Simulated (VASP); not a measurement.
Write the native input for VASP 6.6.1 that does the following.

```yaml
Task: single point
Functional: PBE
Potentials_or_basis: VASP PAW PBE potentials, release 64 (Al, H)
Cutoff: 520 eV
k_mesh: 9 × 3 × 1
Occupations: gaussian, width 0.1 eV
Spin: no spin polarisation
Dipole_correction: yes
Further_INCAR_settings: ALGO = Normal; EDIFF = 1e-06; NBANDS = 25
```

The structure of Al9H lies in POSCAR:

```
Al9H
1.0
    2.8543223330      0.0000000000      0.0000000000
   -1.4271611665      9.7033329366      0.0000000000
    0.0000000000      0.0000000000     21.7902708969
Al H
9 1
Direct
    0.5324485604      0.0648971207      0.1835681630
    0.6709687938      0.3419375876      0.2292758741
    0.2986728405      0.5973456810      0.2384174163
    0.9263768872      0.8527537744      0.2475589585
    0.0639738222      0.1277383808      0.2937147080
    0.1995905480      0.4042696935      0.3452583266
    0.8288544886      0.6597110299      0.3524478004
    0.4526361687      0.9111292155      0.3607640453
    0.5925232094      0.1814597089      0.4034034702
    0.5925232094      0.1814597089      0.5534704435
```

One way to write it, as run:

INCAR

```
PREC     = Accurate       # precision mode
ENCUT    = 520            # plane-wave cutoff, eV
EDIFF    = 1E-6           # SCF threshold, eV
ISMEAR   = 0              # smearing method
SIGMA    = 0.1            # smearing width, eV
LREAL    = False          # projectors in reciprocal space
LASPH    = True           # aspherical terms in the spheres
NELM     = 80             # most SCF steps
ALGO     = Normal         # electronic algorithm
ISIF     = 2              # what is computed and relaxed
LWAVE    = False          # write WAVECAR
LCHARG   = False          # write CHGCAR
LDIPOL   = True         
IDIPOL   = 3            
DIPOL    = 0.5 0.5 0.321
GGA      = PE             # functional
NBANDS   = 25             # bands
```

KPOINTS

```
regular mesh
0
Gamma
  9 3 1
```

Potentials or basis: VASP PAW PBE potentials, release 64 (Al, H).

Command:

```sh
$ cat potpaw_PBE.64/Al/POTCAR potpaw_PBE.64/H/POTCAR > POTCAR
$ mpirun -np 1 vasp_std > vasp.out
```

Results of the run:

| Quantity | Value |
| --- | --- |
| Largest force | 0.563 eV/Å |
| Band gap on the k mesh | zero (bands 14 and 15 overlap by 0.96 eV) |

It took 5.3 min on 1 thread of Intel(R) Xeon(R) 6975P-C (Granite Rapids) (shared host), peak memory 0.73 GiB.
